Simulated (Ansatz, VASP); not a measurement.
Two plane-wave programs on TaN

INCAR

```
PREC = Accurate
ENCUT = 600
EDIFF = 1E-7
ISMEAR = 0
SIGMA = 0.1
LREAL = False
LASPH = True
NELM = 100
ALGO = Normal
ISIF = 3
LWAVE = False
LCHARG = False
GGA = PS
IBRION = 2
NSW = 100
EDIFFG = -0.005
```

File KPOINTS:

```
regular mesh
0
Gamma
  18 18 8
```

Contents of POSCAR:

```
TaN
1.0
    3.1197601247      0.0000000000      0.0000000000
   -1.5598800624      2.7017915217      0.0000000000
    0.0000000000      0.0000000000      6.0603245506
Ta N
2 2
Direct
    0.3333333333      0.6666666667      0.0305719107
    0.6666666667      0.3333333333      0.5305719107
    0.3333333333      0.6666666667      0.3544280893
    0.6666666667      0.3333333333      0.8544280893
```

Input for Ansatz:

```yaml
crystal:
  lattice:
    - [3.119760146, 0.0, 0.0]
    - [-1.559880073, 2.7017915401, 0.0]
    - [0.0, 0.0, 6.0603245375]
  atoms:
    - { symbol: Ta, position: [0.3333333333, 0.6666666667, 0.0305719095] }
    - { symbol: Ta, position: [0.6666666667, 0.3333333333, 0.5305719095] }
    - { symbol: "N", position: [0.3333333333, 0.6666666667, 0.3544280905] }
    - { symbol: "N", position: [0.6666666667, 0.3333333333, 0.8544280905] }
basis:
  ecutwfc: 420
kpoints:
  mp_grid: { grid: [18, 18, 8] }
hamiltonian:
  xc: pbesol
scf:
  occupations: { method: gaussian, width: 0.1 }
output:
  forces: true
  stress: true
  eigenvalues: true
relax:
  adjacent_minimum: "off"
  f_tol: 0.005
  max_steps: 80
  cell: { stress_tol: 0.05 }
```

Alike in both runs: task relaxation of cell and atoms; functional PBEsol; k mesh 18 × 18 × 8; occupations gaussian, width 0.1 eV; no spin polarisation.

|  | VASP | Ansatz |
| --- | --- | --- |
| version | VASP 6.6.1 | Ansatz 0.2.0 |
| potentials or method | VASP PAW PBE potentials, release 64 (Ta_pv, N), cutoff 600 eV | scalar-relativistic, plane waves, PAW |
| valence electrons in the cell | 32 | 36 |

```tsv
	VASP	Ansatz	Ansatz less VASP
gap on the k mesh at the Fermi level, each at its own relaxed structure (eV)	none	none	-
relaxed volume (Å³/atom)	12.80	12.78	-0.025
relaxed length of the cell vector where the two differ most in proportion (Å)	6.062	6.054	-0.0078
```

VASP's potentials were made for PBE, not for PBEsol. A gap of «none» marks a metal or a gap that the smearing closes. VASP's potentials hold 32 valence electrons a cell and Ansatz's 36, so a difference there can come from the potentials and not from the codes.

Neither program's run includes spin-orbit coupling.
